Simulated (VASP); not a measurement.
# TaN: single point with r2SCAN

TaN:

```
CELL_PARAMETERS angstrom
2.19827 2.19827 0.00000
-2.19827 2.19827 0.00000
0.00000 0.00000 4.39653
ATOMIC_POSITIONS crystal
Ta 0.50000 0.50000 0.00000
Ta 0.00000 0.00000 0.50000
N 0.00000 0.00000 0.00000
N 0.50000 0.50000 0.50000
```

* Program: VASP 6.6.1
* Task: single point
* Functional: r2SCAN
* Potentials or basis: VASP PAW PBE potentials, release 64 (Ta_pv, N)
* Cutoff: 520 eV
* k mesh: 16 × 16 × 12
* Occupations: gaussian, width 0.1 eV
* Spin: no spin polarisation

| Item | Value |
| --- | --- |
| Pressure | 1.9 GPa |
| Band gap on the k mesh | zero (band 16 reaches 11.55 eV, above the bottom of band 17 at 7.45 eV) |

Levels at points of the mesh, in eV from the Fermi level:
```tsv
k point	band 13	band 14	band 15	band 16	band 17	band 18	band 19	band 20
(0.00, 0.00, 0.00)	-4.14	-4.14	-4.14	-2.16	-2.16	-2.16	0.14	0.14
(0.50, 0.00, 0.00)	-7.02	-7.02	0.42	0.42	0.66	0.66	1.77	1.77
(0.50, 0.50, 0.00)	-5.00	-5.00	-5.00	-5.00	2.22	2.22	3.56	3.56
(0.00, 0.00, 0.50)	-5.25	-5.25	-4.21	-4.21	1.08	1.08	1.67	1.67
(0.50, 0.00, 0.50)	-8.00	-8.00	1.93	1.93	1.93	1.93	2.08	2.08
(0.50, 0.50, 0.50)	-7.19	-7.19	-0.20	-0.20	-0.20	-0.20	3.57	3.57
```

Run time: 8.6 min on 1 thread of AMD EPYC 9R45 96-Core Processor (Zen 5), with other jobs on the host, peak memory 0.35 GiB.

Caveat: the PAW data sets were made with another functional, which shifts forces and pressure a little; spin-orbit coupling is left out, which moves the levels of the heavy elements.
